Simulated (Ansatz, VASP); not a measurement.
## AgCl in VASP and in Ansatz

```
Ag Cl
1.0
     2.77264    2.77264    0.00000
    -2.77264    2.77264    0.00000
     0.00000    2.77264    2.77264
Ag Cl
1 1
Direct
  0.00000 0.00000 0.00000
  0.50000 0.50000 0.00000
```

Alike in both runs: functional r2SCAN; k mesh 12 × 12 × 12; occupations fermi-dirac, width 0.1 eV; no spin polarisation.

Ansatz relaxed the structure, and its values are those at the end. VASP's run is a single point on that final structure, the one shown.

|  | VASP | Ansatz |
| --- | --- | --- |
| version | VASP 6.6.1 | Ansatz 0.2.0 |
| potentials or method | VASP PAW PBE potentials, release 64 (Ag, Cl) | PAW with Ansatz's default frozen-core files, scalar-relativistic |
| plane-wave cutoff (eV) | 520 | 500 |
| valence electrons in the cell | 18 | 26 |

Ansatz gave:

- pressure (GPa): 0.0

Task: What did VASP give for the same quantities?

Result: Pressure (GPa): -0.1.

VASP's potentials were made for PBE, not for r2SCAN. VASP's potentials hold 18 valence electrons a cell and Ansatz's 26, so a difference there can come from the potentials and not from the codes.
